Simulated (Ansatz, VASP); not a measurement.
# Two plane-wave programs on Zr2AlN3

```
Zr Al N
1.0
     1.60984    0.92944    8.75389
    -1.60984    0.92944    8.75389
     0.00000   -1.85889    8.75389
Zr Al N
2 1 3
Direct
  0.57306 0.57306 0.57306
  0.42694 0.42694 0.42694
  0.00000 0.00000 0.00000
  0.70799 0.70799 0.70799
  0.29201 0.29201 0.29201
  0.50000 0.50000 0.50000
```

Alike in both runs: functional PBE; k mesh 12 × 12 × 12; occupations gaussian, width 0.1 eV; no spin polarisation.

Ansatz relaxed the structure, and its values are those at the end. VASP's run is a single point on that final structure, the one shown.

```csv
,VASP,Ansatz
version,VASP 6.6.1,Ansatz 0.2.0
potentials or method,"VASP PAW PBE potentials, release 64 (Zr_sv, Al, N), cutoff 520 eV","scalar-relativistic, plane waves, PAW"
valence electrons in the cell,42,42
```

Ansatz gave:

* gap on the k mesh at the Fermi level (eV): none
* pressure (GPa): 0.0
* rms of the force components (eV/Å): 0.002

**Question.** Estimate VASP's values.

**Answer.** gap on the k mesh at the Fermi level (eV): none; pressure (GPa): 0.2; rms of the force components (eV/Å): 0.017.

A gap of «none» marks a metal or a gap that the smearing closes.
